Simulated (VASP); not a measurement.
# BN (P6_3/mmc) in VASP: notebook

BN is run at these levels: LDA; tasks: single point.

All numbers are computed with VASP 6.6.1; they aren't measurements. Logs are shortened: lines on timing, memory, paths and dates and some standing lists are left out, and cuts for length are marked.

## (1) The cell of the first run

The structure is hexagonal, space group P6_3/mmc (No. 194). The conventional cell has a = 2.631 Å, b = 2.631 Å, c = 6.088 Å, α = 90.00°, β = 90.00°, γ = 120.00°. B (site symmetry -6m2) has 3 N at 1.52 Å within 2.0 Å. N (site symmetry -6m2) has 3 B at 1.52 Å within 2.0 Å.

## (2) Single point, LDA (volume 9.125 Å^3 an atom, c/a of the conventional cell 2.3138)

The input, INCAR:

```
  PREC = Accurate
  ENCUT = 520
  EDIFF = 1E-6
  ISMEAR = 0
  SIGMA = 0.05
  LREAL = F
  LASPH = T
  NELM = 60
  ALGO = Normal
  ISIF = 2
  LWAVE = F
  LCHARG = F
  GGA = CA
  NBANDS = 16
```

The input, KPOINTS:

```
Automatic mesh
0
Gamma
  12 12 4
```

The input, POSCAR:

```
BN
1.0
    2.6311491784      0.0000000000      0.0000000000
   -1.3155745892      2.2786420297      0.0000000000
    0.0000000000      0.0000000000      6.0879529691
B N
2 2
Direct
    0.3333333333      0.6666666667      0.2500000000
    0.6666666667      0.3333333333      0.7500000000
    0.3333333333      0.6666666667      0.7500000000
    0.6666666667      0.3333333333      0.2500000000
```

Potentials or basis: VASP PAW LDA potentials, release 64 (B, N).

On the command line:

```sh
$ cat potpaw_LDA.64/B/POTCAR potpaw_LDA.64/N/POTCAR > POTCAR
$ mpirun -np 1 vasp_std > vasp.out
```

OUTCAR:

```text
PREC = Accurate
   ENCUT = 520
   EDIFF = 1E-6
   ISMEAR = 0
   LREAL = F
   LASPH = T
   NELM = 60
   ISIF = 2
   GGA = CA

 ion  position               nearest neighbor table
   1  0.333  0.667  0.250-   4 1.52   4 1.52   4 1.52
   2  0.667  0.333  0.750-   3 1.52   3 1.52   3 1.52
   3  0.333  0.667  0.750-   2 1.52   2 1.52   2 1.52
   4  0.667  0.333  0.250-   1 1.52   1 1.52   1 1.52

  LATTYP: Found a hexagonal cell.
 ALAT       =     2.6311491784
 C/A-ratio  =     2.3138000000

  Lattice vectors:

 A1 = (   2.6311491784,   0.0000000000,   0.0000000000)
 A2 = (  -1.3155745892,   2.2786420297,   0.0000000000)
 A3 = (   0.0000000000,   0.0000000000,   6.0879529691)

Analysis of symmetry for initial positions (statically):
=====================================================================
 Subroutine PRICEL returns:
 Original cell was already a primitive cell.

 Routine SETGRP: Setting up the symmetry group for a
 hexagonal supercell.

 Subroutine GETGRP returns: Found 24 space group operations
 (whereof 12 operations were pure point group operations)
 out of a pool of 24 trial point group operations.

The static configuration has the point symmetry D_3d.
 The point group associated with its full space group is D_6h.

Analysis of symmetry for dynamics (positions and initial velocities):
=====================================================================
 Subroutine PRICEL returns:
 Original cell was already a primitive cell.

 Routine SETGRP: Setting up the symmetry group for a
 hexagonal supercell.

 Subroutine GETGRP returns: Found 24 space group operations
 (whereof 12 operations were pure point group operations)
 out of a pool of 24 trial point group operations.

The dynamic configuration has the point symmetry D_3d.
 The point group associated with its full space group is D_6h.

 Subroutine INISYM returns: Found 24 space group operations
 (whereof 12 operations are pure point group operations),
 and found     1 'primitive' translations

----------------------------------------------------------------------------------------

                                     Primitive cell

  volume of cell :      36.5000

  direct lattice vectors                    reciprocal lattice vectors
     2.631149178  0.000000000  0.000000000     0.380062069  0.219428938  0.000000000
    -1.315574589  2.278642030  0.000000000     0.000000000  0.438857875  0.000000000
     0.000000000  0.000000000  6.087952969     0.000000000  0.000000000  0.164258825

  length of vectors
     2.631149178  2.631149178  6.087952969     0.438857875  0.438857875  0.164258825

  position of ions in fractional coordinates (direct lattice)
     0.333333333  0.666666667  0.250000000
     0.666666667  0.333333333  0.750000000
     0.333333333  0.666666667  0.750000000
     0.666666667  0.333333333  0.250000000

  ion indices of the primitive-cell ions
   primitive index   ion index
                 1           1
                 2           2
                 3           3
                 4           4

----------------------------------------------------------------------------------------

 KPOINTS: Automatic mesh

Automatic generation of k-mesh.
 Grid dimensions read from file:
 generate k-points for:   12   12    4

 Generating k-lattice:

  Cartesian coordinates                     Fractional coordinates (reciprocal lattice)
     0.031671839  0.018285745  0.000000000     0.083333333 -0.000000000  0.000000000
     0.000000000  0.036571490  0.000000000     0.000000000  0.083333333  0.000000000
     0.000000000  0.000000000  0.041064706     0.000000000  0.000000000  0.250000000

  Length of vectors
     0.036571490  0.036571490  0.041064706

  Shift w.r.t. Gamma in fractional coordinates (k-lattice)
     0.000000000  0.000000000  0.000000000

 Subroutine IBZKPT returns following result:
 ===========================================

 Found     57 irreducible k-points:

 Following reciprocal coordinates:
            Coordinates               Weight
  0.000000  0.000000  0.000000      1.000000
  0.083333  0.000000  0.000000      6.000000
  0.166667  0.000000  0.000000      6.000000
  0.250000  0.000000  0.000000      6.000000
  0.333333  0.000000  0.000000      6.000000
  0.416667  0.000000  0.000000      6.000000
[... 16 lines left out ...]
  0.250000  0.000000  0.250000     12.000000
  0.333333  0.000000  0.250000     12.000000
 [... further k-points ...]
   k-points           NKPTS =     57   k-points in BZ     NKDIM =     57   number of bands    NBANDS=     16
   number of dos      NEDOS =    301   number of ions     NIONS =      4
   total plane-waves  NPLWV =  19200
   dimension x,y,z NGX =    20 NGY =   20 NGZ =   48
   dimension x,y,z NGXF=    40 NGYF=   40 NGZF=   96
   ions per type =               2   2
   NGX,Y,Z   is equivalent  to a cutoff of  12.64, 12.64, 13.11 a.u.
   NGXF,Y,Z  is equivalent  to a cutoff of  25.27, 25.27, 26.22 a.u.
 SYSTEM =  unknown system
   PREC   = accura    normal or accurate (medium, high low for compatibility)
   ISTART =      0    job   : 0-new  1-cont  2-samecut
   ICHARG =      2    charge: 1-file 2-atom 10-const
   ISPIN  =      1    spin polarized calculation?
   LNONCOLLINEAR =      F non collinear calculations
   LSORBIT =      F    spin-orbit coupling
   LASPH  =      T    aspherical Exc in radial PAW
   ENCUT  =  520.0 eV  38.22 Ry    6.18 a.u.   4.89  4.89 11.32*2*pi/ulx,y,z
   NELM   =     60;   NELMIN=  2; NELMDL= -5     # of ELM steps
   EDIFF  = 0.1E-05   stopping-criterion for ELM
   LREAL  =      F    real-space projection
   EDIFFG = 0.1E-04   stopping-criterion for IOM
   NSW    =      0    number of steps for IOM
   IBRION =     -1    ionic relax: 0-MD 1-quasi-New 2-CG
   NFREE  =      0    steps in history (QN), initial steepest desc. (CG)
   ISIF   =      2    stress and relaxation
   ISYM   =      2    0-nonsym 1-usesym 2-fastsym
   POTIM  = 0.5000    time-step for ionic-motion
   TEBEG  =    0.0;   TEEND  =   0.0 temperature during run
   PSTRESS=    0.0 pullay stress
   NELECT =      16.0000    total number of electrons
   NUPDOWN=      -1.0000    fix difference up-down
   EMIN   =  10.00;   EMAX   =-10.00  energy-range for DOS
   EFERMI =   0.00;   METHOD = LEGACY
   ISMEAR =     0;   SIGMA  =   0.05  broadening in eV -4-tet -1-fermi 0-gaus
   EFERMI_NEDOS =   21; number of points for ismear=-14 and -15
   IALGO  =     38    algorithm
   IMIX   =      4    mixing-type and parameters
     AMIX     =   0.40;   BMIX     =  1.00
     AMIX_MAG =   1.60;   BMIX_MAG =  1.00
  volume/ion in A,a.u.               =       9.12        61.58
  Fermi-wavevector in a.u.,A,eV,Ry     =   1.243609  2.350080 21.042273  1.546563
  Thomas-Fermi vector in A             =   2.377912
   LORBIT       =      0    0 simple, 1 ext, 2 COOP (PROOUT), +10 PAW based schemes
   GGA     = CA    functional components
   LHFCALC =     F    Hartree Fock is set to
   AEXX    =    0.0000 exact exchange contribution
   IVDW    =     0    specifies the selected vdW correction
   LEPSILON=     F    determine dielectric tensor
   LRPA    =     F    only Hartree local field effects (RPA)
 non-spin polarized calculation
 Gauss-broadening in eV      SIGMA  =   0.05
  energy-cutoff  :      520.00
  volume of cell :       36.50
 maximum number of plane-waves:      1011
 NGX is ok and might be reduce to    20
   NGX =  9   NGY =  9   NGZ = 23

 number of electron      15.9999997 magnetization

 Free energy of the ion-electron system (eV)
  ---------------------------------------------------
  ext. energy  EPLUGINS =         0.00000000
  ---------------------------------------------------
  free energy    TOTEN  =       -37.89460157 eV

  energy without entropy =      -37.89460157  energy(sigma->0) =      -37.89460157

 E-fermi :   2.6513     XC(G=0): -10.7228

 val. band max:        2.3310217398   @ k =   0.3333   0.2500   0.0000
 cond. band min:       6.0422562548   @ k =   0.5000   0.0000   0.0000
 fundamental gap:      3.7112345151
 Fermi energy:         2.6512685322

 k-point     1 :       0.0000    0.0000    0.0000
  band No.  band energies     occupation
      1     -14.6415      2.00000
      2     -14.0354      2.00000
      3      -3.8358      2.00000
      4      -0.4644      2.00000
      5       0.7394      2.00000
      6       0.7394      2.00000
[... 8 lines left out ...]
     15      12.6841      0.00000
     16      13.4085      0.00000

 k-point     2 :       0.0833    0.0000    0.0000
  band No.  band energies     occupation
      1     -14.5179      2.00000
      2     -13.9203      2.00000
      3      -3.6677      2.00000
      4      -0.3252      2.00000
      5       0.2168      2.00000
      6       0.3281      2.00000
[... 8 lines left out ...]
     15      13.0270      0.00000
     16      13.1876      0.00000

 k-point     3 :       0.1667    0.0000    0.0000
  band No.  band energies     occupation
      1     -14.1536      2.00000
      2     -13.5823      2.00000
      3      -3.1693      2.00000
      4      -1.0956      2.00000
      5      -0.9595      2.00000
      6      -0.0426      2.00000
[... 8 lines left out ...]
     15      14.3068      0.00000
     16      14.5557      0.00000

 k-point     4 :       0.2500    0.0000    0.0000
  band No.  band energies     occupation
      1     -13.5740      2.00000
      2     -13.0508      2.00000
      3      -2.7416      2.00000
      4      -2.5627      2.00000
      5      -2.3625      2.00000
      6      -0.6867      2.00000
[... 8 lines left out ...]
     15      16.2590      0.00000
     16      16.4787      0.00000
[... 324 lines left out ...]
 k-point    22 :       0.1667    0.0000    0.2500
  band No.  band energies     occupation
      1     -14.0777      2.00000
      2     -13.6749      2.00000
      3      -2.7947      2.00000
      4      -1.0704      2.00000
      5      -1.0374      2.00000
      6      -0.4611      2.00000
[... 8 lines left out ...]
     15      14.3404      0.00000
     16      14.5163      0.00000

 k-point    23 :       0.2500    0.0000    0.2500
  band No.  band energies     occupation
      1     -13.5039      2.00000
      2     -13.1347      2.00000
      3      -2.7612      2.00000
      4      -2.6066      2.00000
      5      -1.9406      2.00000
      6      -0.6643      2.00000
[... 8 lines left out ...]
     15      16.2869      0.00000
     16      16.4417      0.00000

 k-point    24 :       0.3333    0.0000    0.2500
  band No.  band energies     occupation
      1     -12.7810      2.00000
      2     -12.4682      2.00000
      3      -4.3395      2.00000
      4      -4.1867      2.00000
      5      -1.2171      2.00000
      6      -1.0984      2.00000
[... 8 lines left out ...]
     15      17.8654      0.00000
     16      18.4208      0.00000

 [... further k-points ...]

------------------------ aborting loop because EDIFF is reached ----------------------------------------

  FORCE on cell =-STRESS in cart. coord.  units (eV):
  Direction    XX          YY          ZZ          XY          YZ          ZX
  --------------------------------------------------------------------------------------
  -------------------------------------------------------------------------------------
  Total      -11.7792356    -11.7792356      0.3321925      0.0000000     -0.0000000      0.0000000
  in kB     -517.0527184   -517.0527184     14.5816775      0.0000000     -0.0000000      0.0000000
  external PRESSURE =    -339.8412531 kB  Pullay stress =       0.0000000 kB

 VOLUME and BASIS-vectors are now :
 -----------------------------------------------------------------------------
  energy-cutoff  :      520.00
  volume of cell :       36.50
      direct lattice vectors                 reciprocal lattice vectors
     2.631149178  0.000000000  0.000000000     0.380062069  0.219428938  0.000000000
    -1.315574589  2.278642030  0.000000000     0.000000000  0.438857875  0.000000000
     0.000000000  0.000000000  6.087952969     0.000000000  0.000000000  0.164258825

 POSITION                                       TOTAL-FORCE (eV/Angst)
 -----------------------------------------------------------------------------------
     -0.00000      1.51909      1.52199         0.000000     -0.000000      0.000000
      1.31557      0.75955      4.56596        -0.000000      0.000000      0.000000
     -0.00000      1.51909      4.56596         0.000000     -0.000000      0.000000
      1.31557      0.75955      1.52199        -0.000000      0.000000      0.000000
 -----------------------------------------------------------------------------------
    total drift:                               -0.000000      0.000000      0.000000

  FREE ENERGIE OF THE ION-ELECTRON SYSTEM (eV)
  ---------------------------------------------------
  free  energy   TOTEN  =       -37.8946015699 eV

  energy  without entropy=      -37.8946015699  energy(sigma->0) =      -37.89460157
```

Run time: 41 s. Hardware: 1 thread of Intel Xeon 8259CL, shared host; peak memory 0.15 GiB.

What came out:

```
Free energy            : -37.8946 eV
Pressure               : -34.0 GPa
Band gap on the k mesh : 3.71 eV, indirect (least direct gap 3.90 eV)
```

## (3) Single point, LDA (volume 9.125 Å^3 an atom, c/a of the conventional cell 2.8061)

The input, INCAR:

```
PREC     = Accurate       # precision mode
ENCUT    = 520            # plane-wave cutoff, eV
EDIFF    = 1E-7           # SCF threshold, eV
ISMEAR   = 0              # smearing method
SIGMA    = 0.05           # smearing width, eV
LREAL    = F              # projectors in reciprocal space
LASPH    = T              # aspherical terms in the spheres
NELM     = 100            # most SCF steps
ALGO     = Normal         # electronic algorithm
ISIF     = 2              # what is computed and relaxed
LWAVE    = F              # write WAVECAR
LCHARG   = F              # write CHGCAR
NBANDS   = 16             # bands
```

KPOINTS is that of step 2.

The input, POSCAR:

```
BN
1.0
    2.4672871469      0.0000000000      0.0000000000
   -1.2336435734      2.1367333476      0.0000000000
    0.0000000000      0.0000000000      6.9234544629
B N
2 2
Direct
    0.3333333333      0.6666666667      0.2500000000
    0.6666666667      0.3333333333      0.7500000000
    0.3333333333      0.6666666667      0.7500000000
    0.6666666667      0.3333333333      0.2500000000
```

Potentials or basis: VASP PAW LDA potentials, release 64 (B, N).

On the command line:

```sh
$ cat potpaw_LDA.64/B/POTCAR potpaw_LDA.64/N/POTCAR > POTCAR
$ mpirun -np 1 vasp_std > vasp.out
```

Wall time 44 s (1 thread of Intel Xeon 8259CL, shared host); peak memory 0.15 GiB.

Results (log left out):

* Free energy: -38.5483 eV
* Pressure: 6.4 GPa
* Band gap on the k mesh: 4.21 eV, indirect (least direct gap 4.62 eV)

Stress tensor (GPa, compression positive):
```
10.33  0.00  0.00
 0.00 10.33  0.00
 0.00  0.00 -1.34
```

Levels at points of the mesh, in eV from the valence-band top:
```
           k point  band 4  band 5  band 6  band 7  band 8  band 9  band 10  band 11  band 12  band 13
(0.00, 0.00, 0.00)   -4.60   -1.29   -1.29   -1.27   -1.27    4.64     9.58    11.81    11.81    11.90
(0.50, 0.00, 0.00)   -9.00   -4.22   -4.18   -1.40   -0.57    4.21     5.44     9.82    10.45    12.26
(0.00, 0.00, 0.50)   -5.59   -1.28   -1.28   -1.28   -1.28    6.86     6.86    11.86    11.86    11.86
(0.50, 0.00, 0.50)   -9.02   -4.20   -4.20   -0.98   -0.98    4.65     4.65    10.32    10.32    13.18
```

 A k mesh can miss the band edges.

[end of part 1 of 2]
